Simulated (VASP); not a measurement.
A run of VASP 6.6.1:

Contents of INCAR:

```
SYSTEM = Na3I2
PREC     = Accurate       ! precision mode
ENCUT    = 520            ! plane-wave cutoff, eV
EDIFF    = 1E-7           ! SCF threshold, eV
ISMEAR   = 0              ! smearing method
SIGMA    = 0.1            ! smearing width, eV
LREAL    = .False.        ! projectors in reciprocal space
LASPH    = .True.         ! aspherical terms in the spheres
NELM     = 100            ! most SCF steps
ALGO     = Normal         ! electronic algorithm
ISIF     = 2              ! what is computed and relaxed
LWAVE    = .False.        ! write WAVECAR
LCHARG   = .False.        ! write CHGCAR
GGA      = PE             ! functional
NBANDS   = 26             ! bands
```

The input KPOINTS:

```
Automatic mesh
0
Gamma
  6 6 4
  0 0 0
```

File POSCAR:

```
Na3I2
1.0
    6.9318365033      0.0000000000      0.0000000000
   -3.4659182517      6.0031465067      0.0000000000
    0.0000000000      0.0000000000      9.2204602935
Na I
3 2
Direct
    0.6958396462      0.6958396462      0.0000000000
    0.3041603538      0.0000000000      0.0000000000
    0.0000000000      0.3041603538      0.0000000000
    0.0000000000      0.0000000000      0.2362267191
    0.0000000000      0.0000000000      0.7637732809
```

Potentials or basis: VASP PAW PBE potentials, release 64 (Na_pv, I).

The run is started by

```bash
$ cat potpaw_PBE.64/Na_pv/POTCAR potpaw_PBE.64/I/POTCAR > POTCAR
$ mpirun -np 1 vasp_std > vasp.out
```

Hardware: 1 thread of Intel(R) Xeon(R) Platinum 8559C (Emerald Rapids), with other jobs on the host.

**Question.** Estimate the wall time of this run.

**Answer.** Wall time 3.3 min on 1 thread of Intel(R) Xeon(R) Platinum 8559C (Emerald Rapids) (shared host), peak memory 0.57 GiB. Counts: scf iterations 17, k points 21.
